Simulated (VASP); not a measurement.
Runs of VASP 6.6.1 on MgSnO2. The structure is that of space group P-3m1 (No. 164), or close to it. The cells are those of the table. 

| task | cell | k mesh | cutoff (eV) | smearing | gap on the mesh (eV) | pressure (GPa) | largest force (eV/Å) |
| --- | --- | --- | --- | --- | --- | --- | --- |
| single point | a = 3.184, b = 3.184, c = 5.939 Å, angles 90.0, 90.0, 120.0°, 4 atoms | 12 × 12 × 6 | 520 | gaussian 0.02 eV | 0.42 | -0.3 | 0.03 |
| relaxation of cell and atoms | relaxed from a = 3.311, b = 3.311, c = 5.453 Å, angles 90.0, 90.0, 120.0°, 4 atoms | 6 × 6 × 4 | 600 | gaussian 0.1 eV | 0.39 | 0.1 | 0.03 |
| single point | a = 3.184, b = 3.184, c = 5.937 Å, angles 90.0, 90.0, 120.0°, 4 atoms | 6 × 6 × 4 | 520 | gaussian 0.1 eV | 0.42 | -0.3 | 0.03 |
| single point | a = 3.311, b = 3.311, c = 5.453 Å, angles 90.0, 90.0, 120.0°, 4 atoms | 6 × 6 × 4 | 520 | gaussian 0.1 eV | (a) | 16.5 | 3.59 |

Alike in all rows: level PBE; potentials or basis VASP PAW PBE potentials, release 64 (Mg, Sn_d, O); no spin polarisation.

Q: Fill in the values left out.

A: (a) none.

Caveats: some runs use coarse meshes; spin-orbit coupling is left out, which moves the levels of the heavy elements; forces of over 1 eV/Å act on the atoms, so gaps and moduli don't describe the material at rest (some runs).

A k mesh can miss the band edges, and the runs leave out spin-orbit coupling on Sn.
